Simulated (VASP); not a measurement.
# Si (I4_1/amd) in VASP: a series of runs, part 2 of 2

VASP 6.6.1.

### 5 Relaxation of cell and atoms, PBE+D3(BJ)

This run uses another cell than the first one, of 14.95 Å³/atom, 0.985 times its volume.

The input, INCAR:

```
SYSTEM = Si
ALGO = Normal ; EDIFF = 1E-7
EDIFFG = -0.005 ; ENCUT = 600
GGA = PE ; IBRION = 2
ISIF = 3 ; ISMEAR = 1
IVDW = 12 ; LASPH = .TRUE.
LCHARG = .FALSE. ; LREAL = .FALSE.
LWAVE = .FALSE. ; NELM = 80
NSW = 80 ; PREC = Accurate
SIGMA = 0.1
```

The input, KPOINTS:

```
k-points
0
G
  12 12 12
  0 0 0
```

The input, POSCAR:

```
Si
1.0
   -2.3713720000      2.3713720000      1.3292650000
    2.3713720000     -2.3713720000      1.3292650000
    2.3713720000      2.3713720000     -1.3292650000
Si
2
Direct
    0.2500000000      0.7500000000      0.5000000000
    0.5000000000      0.5000000000      0.0000000000
```

Run with:

```bash
cat potpaw_PBE.64/Si/POTCAR > POTCAR
mpirun -np 1 vasp_std > vasp.out
```

Run time: 3 min. Hardware: 1 thread of Intel Xeon 6975P-C (Granite Rapids), shared host; peak memory 0.2 GiB.

Results (log left out):

```
Free energy                            : -11.0995 eV
Relaxed volume                         : 14.76 Å³/atom
Relaxed cell                           : a = 3.616 Å, b = 3.616 Å, c = 3.616 Å, α = 97.36°, β = 97.36°, γ = 138.04°
Space group after relaxing (to 0.05 Å) : I4_1/amd (No. 141)
Energy gained by relaxing              : 6.1 meV/atom
Ionic steps                            : 6
Pressure after relaxing                : 0.0 GPa
Band gap on the k mesh                 : zero (band 4 reaches 11.55 eV, above the bottom of band 5 at 5.15 eV)
Dispersion energy per atom             : -0.422 eV
```

Step by step:
| step | energy change (eV) | largest force (eV/Å) | pressure (GPa) | volume (Å³) |
| --- | --- | --- | --- | --- |
| 1 | 0.0000 | 0.0000 | -1.17 | 29.90 |
| 2 | -0.0101 | 0.0000 | 0.44 | 29.43 |
| 3 | -0.0107 | 0.0000 | 0.84 | 29.33 |
| 4 | -0.0108 | 0.0000 | 0.99 | 29.29 |
| 5 | -0.0121 | 0.0000 | -0.22 | 29.57 |
| 6 | -0.0122 | 0.0000 | 0.00 | 29.52 |

Final structure:
```xyz
2
Lattice="-2.3875 2.3875 1.2947 2.3875 -2.3875 1.2947 2.3875 2.3875 -1.2947" Properties=species:S:1:pos:R:3 pbc="T T T"
Si    2.3875    0.0000    0.6473
Si    0.0000    0.0000    1.2947
```

Levels at points of the mesh, in eV from the Fermi level:
| k point | band 1 | band 2 | band 3 | band 4 | band 5 | band 6 | band 7 | band 8 |
| --- | --- | --- | --- | --- | --- | --- | --- | --- |
| (0.00, 0.00, 0.00) | -14.12 | -2.75 | -2.75 | -2.28 | 1.29 | 7.63 | 8.91 | 8.91 |
| (0.50, 0.00, 0.00) | -7.62 | -6.95 | -2.33 | -1.76 | -1.54 | 0.97 | 4.51 | 5.42 |
| (0.50, 0.50, 0.00) | -11.00 | -11.00 | 0.10 | 0.10 | 2.31 | 2.31 | 8.89 | 8.89 |
| (0.50, 0.50, 0.50) | -8.60 | -8.60 | -7.09 | -7.09 | 6.23 | 6.23 | 13.03 | 13.03 |

Caveat: pairwise dispersion overbinds metals, which lowers pressure and volume.

### 6 Relaxation of cell and atoms, r2SCAN+rVV10

This run uses another cell than the first one, of 14.95 Å³/atom, 0.985 times its volume.

POSCAR is that of step 5.

The input, INCAR.step1:

```
SYSTEM = Si
PREC = Accurate
ENCUT = 600
ISMEAR = 1
SIGMA = 0.1
LREAL = .FALSE.
LASPH = .TRUE.
NELM = 100
GGA = PE
ALGO = Normal
EDIFF = 1E-4
LWAVE = .TRUE.
LCHARG = .FALSE.
```

The input, INCAR.step2:

```
SYSTEM = Si
PREC = Accurate
ENCUT = 600
EDIFF = 1E-6
ISMEAR = 1
SIGMA = 0.1
LREAL = .FALSE.
LASPH = .TRUE.
NELM = 100
ALGO = Normal
ISIF = 3
LWAVE = .FALSE.
LCHARG = .FALSE.
METAGGA = R2SCAN
LMIXTAU = .TRUE.
LUSE_VDW = .TRUE.
IVDW_NL = 2
BPARAM = 11.95
CPARAM = 0.0093
IBRION = 2
NSW = 80
EDIFFG = -0.005
ISTART = 1
```

The input, KPOINTS:

```
Automatic mesh
0
G
  12 12 12
  0 0 0
```

Potentials or basis: VASP PAW PBE potentials, release 64 (Si).

Run with:

```bash
cat potpaw_PBE.64/Si/POTCAR > POTCAR
cp INCAR.step1 INCAR
mpirun -np 1 vasp_std > vasp.out
cp INCAR.step2 INCAR
mpirun -np 1 vasp_std > vasp.out
```

Run time: 21 min. Hardware: 1 thread of Intel Xeon 6975P-C (Granite Rapids), shared host; peak memory 0.3 GiB.

Results (log left out):

```yaml
Free_energy: -16.6076 eV
Relaxed_volume: 15.17 Å³/atom
Relaxed_cell: a = 3.643 Å, b = 3.643 Å, c = 3.643 Å, α = 97.48°, β = 97.48°, γ = 137.69°
Space_group_after_relaxing_to_0.05_Å: I4_1/amd (No. 141)
Energy_gained_by_relaxing: 5.3 meV/atom
Ionic_steps: 9
Pressure_after_relaxing: 0.0 GPa
Band_gap_on_the_k_mesh: zero (band 4 reaches 11.38 eV, above the bottom of band 5 at 4.61 eV)
```

The path:
```tsv
step	energy change (eV)	largest force (eV/Å)	pressure (GPa)	volume (Å³)
1	0.0000	0.0000	2.06	29.90
2	-0.0078	0.0000	-1.33	30.74
3	-0.0081	0.0000	-0.87	30.62
4	-0.0101	0.0000	-0.69	30.53
5	-0.0101	0.0000	-0.73	30.54
6	-0.0105	0.0000	0.37	30.24
7	-0.0106	0.0000	0.01	30.34
8	-0.0106	0.0000	0.01	30.34
9	-0.0106	0.0000	0.01	30.34
```

Final structure:
```cif
data_structure
_symmetry_space_group_name_H-M 'P 1'
_symmetry_Int_Tables_number 1
_cell_length_a 3.6426
_cell_length_b 3.6426
_cell_length_c 3.6426
_cell_angle_alpha 97.483
_cell_angle_beta 97.483
_cell_angle_gamma 137.692
_cell_volume 30.34
loop_
_atom_site_label
_atom_site_type_symbol
_atom_site_fract_x
_atom_site_fract_y
_atom_site_fract_z
_atom_site_occupancy
Si1 Si 0.25000 0.75000 0.50000 1
Si2 Si 0.50000 0.50000 0.00000 1
```

Levels at points of the mesh, in eV from the Fermi level:
```csv
k point,band 1,band 2,band 3,band 4,band 5,band 6,band 7,band 8
"(0.00, 0.00, 0.00)",-14.64,-2.88,-2.88,-2.21,1.74,7.90,9.29,9.29
"(0.50, 0.00, 0.00)",-7.98,-7.22,-2.45,-1.90,-1.61,1.21,4.73,5.74
"(0.50, 0.50, 0.00)",-11.38,-11.38,0.11,0.11,2.64,2.64,9.08,9.08
"(0.50, 0.50, 0.50)",-8.91,-8.91,-7.27,-7.27,6.30,6.30,13.65,13.65
```

Caveat: the PAW data sets were made with another functional, which shifts forces and pressure a little.

### 7 Summary

| task | level | cell | cutoff (eV) | gap on the mesh (eV) | pressure (GPa) | relaxed volume (Å³/atom) |
| --- | --- | --- | --- | --- | --- | --- |
| single point | r2SCAN+rVV10 | a = 3.644 Å, angles 97.5, 97.5, 137.7°, 2 atoms | 520 | none | -0.1 | - |
| relaxation of cell and atoms | PBE+D4 | relaxed from a = 3.607 Å, angles 97.8, 97.8, 136.8°, 2 atoms | 600 | none | 0.0 | 14.80 |
| relaxation of cell and atoms | RPBE | relaxed from a = 3.607 Å, angles 97.8, 97.8, 136.8°, 2 atoms | 600 | none | 0.0 | 15.50 |
| relaxation of cell and atoms | PBE+D3(BJ) | relaxed from a = 3.607 Å, angles 97.8, 97.8, 136.8°, 2 atoms | 600 | none | 0.0 | 14.76 |
| relaxation of cell and atoms | r2SCAN+rVV10 | relaxed from a = 3.607 Å, angles 97.8, 97.8, 136.8°, 2 atoms | 600 | none | 0.0 | 15.17 |

Alike in all rows: potentials or basis VASP PAW PBE potentials, release 64 (Si); no spin polarisation; k mesh 12 × 12 × 12; smearing methfessel-paxton 0.1 eV.

Caveats: the PAW data sets were made with another functional, which shifts forces and pressure a little (some runs); pairwise dispersion overbinds metals, which lowers pressure and volume (some runs).

Total energies depend on the potentials used, so only differences within one code and one set of settings carry meaning.
